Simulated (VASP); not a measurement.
# InAs (ref) (F-43m) in VASP: single point with r2SCAN

Aim: the single point of InAs (ref) with r2SCAN.

Everything below comes from runs of VASP 6.6.1. Logs are shortened: lines on timing, memory, paths and dates and some standing lists are left out, and cuts for length are marked.

## 1. The cell of the first run

Symmetry: F-43m, No. 216, cubic system. The conventional cell has a = 6.109 Å, b = 6.109 Å, c = 6.109 Å, α = 90.00°, β = 90.00°, γ = 90.00°. In (site symmetry -43m) has 4 As at 2.65 Å within 3.5 Å. Within 3.5 Å of As (site symmetry -43m) lie 4 In at 2.65 Å.

## 2. Single point, r2SCAN

POSCAR reads:

```
InAs
1.0
    0.0000000000      3.0544294267      3.0544294267
    3.0544294267      0.0000000000      3.0544294267
    3.0544294267      3.0544294267      0.0000000000
In As
1 1
Direct
    0.2500000000      0.2500000000      0.2500000000
    0.0000000000      0.0000000000      0.0000000000
```

INCAR.step1 reads:

```
SYSTEM = InAs
PREC = Accurate
ENCUT = 520
ISMEAR = 0
SIGMA = 0.01
LREAL = .FALSE.
LASPH = .TRUE.
NELM = 60
NBANDS = 16
GGA = PE
ALGO = Normal
EDIFF = 1E-4
LWAVE = .TRUE.
LCHARG = .FALSE.
```

INCAR.step2 reads:

```
SYSTEM = InAs
PREC = Accurate
ENCUT = 520
EDIFF = 1E-6
ISMEAR = 0
SIGMA = 0.01
LREAL = .FALSE.
LASPH = .TRUE.
NELM = 60
ALGO = Normal
ISIF = 2
LWAVE = .FALSE.
LCHARG = .TRUE.
METAGGA = R2SCAN
LMIXTAU = .TRUE.
LELF = .TRUE.
LVHAR = .TRUE.
NBANDS = 16
ISTART = 1
```

KPOINTS reads:

```
regular mesh
0
G
  14 14 14
  0 0 0
```

Potentials or basis: VASP PAW PBE potentials, release 64 (In_d, As).

Launch:

```sh
$ cat potpaw_PBE.64/In_d/POTCAR potpaw_PBE.64/As/POTCAR > POTCAR
$ cp INCAR.step1 INCAR
$ mpirun -np 1 vasp_std > vasp.out
$ cp INCAR.step2 INCAR
$ mpirun -np 1 vasp_std > vasp.out
```

OUTCAR:

```text
SYSTEM = InAs
   PREC = Accurate
   ENCUT = 520
   EDIFF = 1E-6
   ISMEAR = 0
   LREAL = .FALSE.
   LASPH = .TRUE.
   NELM = 60
   ISIF = 2
   METAGGA = R2SCAN
   ISTART = 1

 ion  position               nearest neighbor table
   1  0.250  0.250  0.250-   2 2.65   2 2.65   2 2.65   2 2.65
   2  0.000  0.000  0.000-   1 2.65   1 2.65   1 2.65   1 2.65

  LATTYP: Found a face centered cubic cell.
 ALAT       =     6.1088588534

  Lattice vectors:

 A1 = (   0.0000000000,   3.0544294267,   3.0544294267)
 A2 = (   3.0544294267,   0.0000000000,   3.0544294267)
 A3 = (   3.0544294267,   3.0544294267,   0.0000000000)

Analysis of symmetry for initial positions (statically):
=====================================================================
 Subroutine PRICEL returns:
 Original cell was already a primitive cell.

 Routine SETGRP: Setting up the symmetry group for a
 face centered cubic supercell.

 Subroutine GETGRP returns: Found 24 space group operations
 (whereof 24 operations were pure point group operations)
 out of a pool of 48 trial point group operations.

The static configuration has the point symmetry T_d .

Analysis of symmetry for dynamics (positions and initial velocities):
=====================================================================
 Subroutine PRICEL returns:
 Original cell was already a primitive cell.

 Routine SETGRP: Setting up the symmetry group for a
 face centered cubic supercell.

 Subroutine GETGRP returns: Found 24 space group operations
 (whereof 24 operations were pure point group operations)
 out of a pool of 48 trial point group operations.

The dynamic configuration has the point symmetry T_d .

 Subroutine INISYM returns: Found 24 space group operations
 (whereof 24 operations are pure point group operations),
 and found     1 'primitive' translations

----------------------------------------------------------------------------------------

                                     Primitive cell

  volume of cell :      56.9928

  direct lattice vectors                    reciprocal lattice vectors
     0.000000000  3.054429427  3.054429427    -0.163696694  0.163696694  0.163696694
     3.054429427  0.000000000  3.054429427     0.163696694 -0.163696694  0.163696694
     3.054429427  3.054429427  0.000000000     0.163696694  0.163696694 -0.163696694

  length of vectors
     4.319615521  4.319615521  4.319615521     0.283530991  0.283530991  0.283530991

  position of ions in fractional coordinates (direct lattice)
     0.250000000  0.250000000  0.250000000
     0.000000000  0.000000000  0.000000000

  ion indices of the primitive-cell ions
   primitive index   ion index
                 1           1
                 2           2

----------------------------------------------------------------------------------------

 KPOINTS: regular mesh

Automatic generation of k-mesh.
 Grid dimensions read from file:
 generate k-points for:   14   14   14

 Generating k-lattice:

  Cartesian coordinates                     Fractional coordinates (reciprocal lattice)
    -0.011692621  0.011692621  0.011692621     0.071428571  0.000000000  0.000000000
     0.011692621 -0.011692621  0.011692621     0.000000000  0.071428571  0.000000000
     0.011692621  0.011692621 -0.011692621     0.000000000  0.000000000  0.071428571

  Length of vectors
     0.020252214  0.020252214  0.020252214

  Shift w.r.t. Gamma in fractional coordinates (k-lattice)
     0.000000000  0.000000000  0.000000000

 Subroutine IBZKPT returns following result:
 ===========================================

 Found    104 irreducible k-points:

 Following reciprocal coordinates:
            Coordinates               Weight
  0.000000  0.000000  0.000000      1.000000
  0.071429  0.000000  0.000000      8.000000
  0.142857  0.000000  0.000000      8.000000
  0.214286  0.000000  0.000000      8.000000
  0.285714  0.000000  0.000000      8.000000
  0.357143  0.000000  0.000000      8.000000
[... 16 lines left out ...]
  0.214286  0.142857  0.000000     24.000000
  0.285714  0.142857  0.000000     24.000000
 [... further k-points ...]
   k-points           NKPTS =    104   k-points in BZ     NKDIM =    104   number of bands    NBANDS=     16
   number of dos      NEDOS =    301   number of ions     NIONS =      2
   total plane-waves  NPLWV =  32768
   dimension x,y,z NGX =    32 NGY =   32 NGZ =   32
   dimension x,y,z NGXF=    64 NGYF=   64 NGZF=   64
   ions per type =               1   1
   NGX,Y,Z   is equivalent  to a cutoff of  12.32, 12.32, 12.32 a.u.
   NGXF,Y,Z  is equivalent  to a cutoff of  24.63, 24.63, 24.63 a.u.
 SYSTEM =  InAs
   PREC   = accura    normal or accurate (medium, high low for compatibility)
   ISTART =      1    job   : 0-new  1-cont  2-samecut
   ICHARG =      0    charge: 1-file 2-atom 10-const
   ISPIN  =      1    spin polarized calculation?
   LNONCOLLINEAR =      F non collinear calculations
   LSORBIT =      F    spin-orbit coupling
   LASPH  =      T    aspherical Exc in radial PAW
   ENCUT  =  520.0 eV  38.22 Ry    6.18 a.u.   8.03  8.03  8.03*2*pi/ulx,y,z
   NELM   =     60;   NELMIN=  2; NELMDL=  0     # of ELM steps
   EDIFF  = 0.1E-05   stopping-criterion for ELM
   LREAL  =      F    real-space projection
   EDIFFG = 0.1E-04   stopping-criterion for IOM
   NSW    =      0    number of steps for IOM
   IBRION =     -1    ionic relax: 0-MD 1-quasi-New 2-CG
   NFREE  =      0    steps in history (QN), initial steepest desc. (CG)
   ISIF   =      2    stress and relaxation
   ISYM   =      2    0-nonsym 1-usesym 2-fastsym
   POTIM  = 0.5000    time-step for ionic-motion
   TEBEG  =    0.0;   TEEND  =   0.0 temperature during run
   PSTRESS=    0.0 pullay stress
   NELECT =      18.0000    total number of electrons
   NUPDOWN=      -1.0000    fix difference up-down
   EMIN   =  10.00;   EMAX   =-10.00  energy-range for DOS
   EFERMI =   0.00;   METHOD = LEGACY
   ISMEAR =     0;   SIGMA  =   0.01  broadening in eV -4-tet -1-fermi 0-gaus
   EFERMI_NEDOS =   21; number of points for ismear=-14 and -15
   IALGO  =     38    algorithm
   IMIX   =      4    mixing-type and parameters
     AMIX     =   0.40;   BMIX     =  1.00
     AMIX_MAG =   1.60;   BMIX_MAG =  1.00
  volume/ion in A,a.u.               =      28.50       192.30
  Fermi-wavevector in a.u.,A,eV,Ry     =   1.114873  2.106805 16.911264  1.242943
  Thomas-Fermi vector in A             =   2.251473
   LORBIT       =      0    0 simple, 1 ext, 2 COOP (PROOUT), +10 PAW based schemes
   METAGGA = R2SCAN    functional components
   LHFCALC =     F    Hartree Fock is set to
   AEXX    =    0.0000 exact exchange contribution
   IVDW    =     0    specifies the selected vdW correction
   LEPSILON=     F    determine dielectric tensor
   LRPA    =     F    only Hartree local field effects (RPA)
 non-spin polarized calculation
 Gauss-broadening in eV      SIGMA  =   0.01
  energy-cutoff  :      520.00
  volume of cell :       56.99
 maximum number of plane-waves:      1572
   NGX = 17   NGY = 17   NGZ = 17

 number of electron      17.9999996 magnetization

 Free energy of the ion-electron system (eV)
  ---------------------------------------------------
  ext. energy  EPLUGINS =         0.00000000
  ---------------------------------------------------
  free energy    TOTEN  =       -38.06223244 eV

  energy without entropy =      -38.06223244  energy(sigma->0) =      -38.06223244

 E-fermi :   4.0115     XC(G=0):  -9.5173

 val. band max:        3.9668596029   @ k =   0.0000   0.0000   0.0000
 cond. band min:       4.0479337593   @ k =   0.0000   0.0000   0.0000
 fundamental gap:      0.0810741564
 Fermi energy:         4.0114922091

 k-point     1 :       0.0000    0.0000    0.0000
  band No.  band energies     occupation
      1     -10.8247      2.00000
      2     -10.8247      2.00000
      3     -10.8247      2.00000
      4     -10.6902      2.00000
      5     -10.6902      2.00000
      6      -8.1346      2.00000
[... 8 lines left out ...]
     15      14.0649      0.00000
     16      14.0649      0.00000

 k-point     2 :       0.0714    0.0000    0.0000
  band No.  band energies     occupation
      1     -10.8314      2.00000
      2     -10.8227      2.00000
      3     -10.8227      2.00000
      4     -10.6903      2.00000
      5     -10.6903      2.00000
      6      -8.0812      2.00000
[... 8 lines left out ...]
     15      13.6149      0.00000
     16      13.6149      0.00000

 k-point     3 :       0.1429    0.0000    0.0000
  band No.  band energies     occupation
      1     -10.8496      2.00000
      2     -10.8174      2.00000
      3     -10.8174      2.00000
      4     -10.6903      2.00000
      5     -10.6903      2.00000
      6      -7.9254      2.00000
[... 8 lines left out ...]
     15      13.1168      0.00000
     16      13.1168      0.00000

 k-point     4 :       0.2143    0.0000    0.0000
  band No.  band energies     occupation
      1     -10.8747      2.00000
      2     -10.8102      2.00000
      3     -10.8102      2.00000
      4     -10.6897      2.00000
      5     -10.6897      2.00000
      6      -7.6813      2.00000
[... 8 lines left out ...]
     15      12.9231      0.00000
     16      12.9543      0.00000
[... 324 lines left out ...]
 k-point    22 :       0.1429    0.1429    0.0000
  band No.  band energies     occupation
      1     -10.8650      2.00000
      2     -10.8103      2.00000
      3     -10.8103      2.00000
      4     -10.6957      2.00000
      5     -10.6861      2.00000
      6      -7.8563      2.00000
[... 8 lines left out ...]
     15      13.4393      0.00000
     16      14.2955      0.00000

 k-point    23 :       0.2143    0.1429    0.0000
  band No.  band energies     occupation
      1     -10.8848      2.00000
      2     -10.8037      2.00000
      3     -10.8028      2.00000
      4     -10.6981      2.00000
      5     -10.6842      2.00000
      6      -7.6758      2.00000
[... 8 lines left out ...]
     15      14.0926      0.00000
     16      14.1921      0.00000

 k-point    24 :       0.2857    0.1429    0.0000
  band No.  band energies     occupation
      1     -10.9067      2.00000
      2     -10.7978      2.00000
      3     -10.7949      2.00000
      4     -10.6992      2.00000
      5     -10.6824      2.00000
      6      -7.4174      2.00000
[... 8 lines left out ...]
     15      14.1979      0.00000
     16      14.2576      0.00000

 [... further k-points ...]
[... 5 lines left out ...]
  --------------------------------------------------------------------------------------
  -------------------------------------------------------------------------------------
  Total        0.0005208      0.0005208      0.0005208      0.0000000      0.0000000     -0.0000000
  in kB        0.0146402      0.0146402      0.0146402      0.0000000      0.0000000     -0.0000000
  external PRESSURE =       0.0146402 kB  Pullay stress =       0.0000000 kB

 VOLUME and BASIS-vectors are now :
 -----------------------------------------------------------------------------
  energy-cutoff  :      520.00
  volume of cell :       56.99
      direct lattice vectors                 reciprocal lattice vectors
     0.000000000  3.054429427  3.054429427    -0.163696694  0.163696694  0.163696694
     3.054429427  0.000000000  3.054429427     0.163696694 -0.163696694  0.163696694
     3.054429427  3.054429427  0.000000000     0.163696694  0.163696694 -0.163696694

 POSITION                                       TOTAL-FORCE (eV/Angst)
 -----------------------------------------------------------------------------------
      1.52721      1.52721      1.52721         0.000000      0.000000      0.000000
      0.00000      0.00000      0.00000        -0.000000     -0.000000     -0.000000
 -----------------------------------------------------------------------------------
    total drift:                                0.000002      0.000002      0.000002

  FREE ENERGIE OF THE ION-ELECTRON SYSTEM (eV)
  ---------------------------------------------------
  free  energy   TOTEN  =       -38.0622324351 eV

  energy  without entropy=      -38.0622324351  energy(sigma->0) =      -38.06223244
```

Run time: 7.7 min. Hardware: 1 thread of AMD EPYC 7R13, shared host; peak memory 0.23 GiB.

What came out:

```yaml
Free_energy: -38.0622 eV
Pressure: 0.0 GPa
Band_gap_on_the_k_mesh: 0.08 eV, direct
```

Caveat: the PAW data sets were made with another functional, which shifts forces and pressure a little; spin-orbit coupling is left out, which moves the levels of the heavy elements.
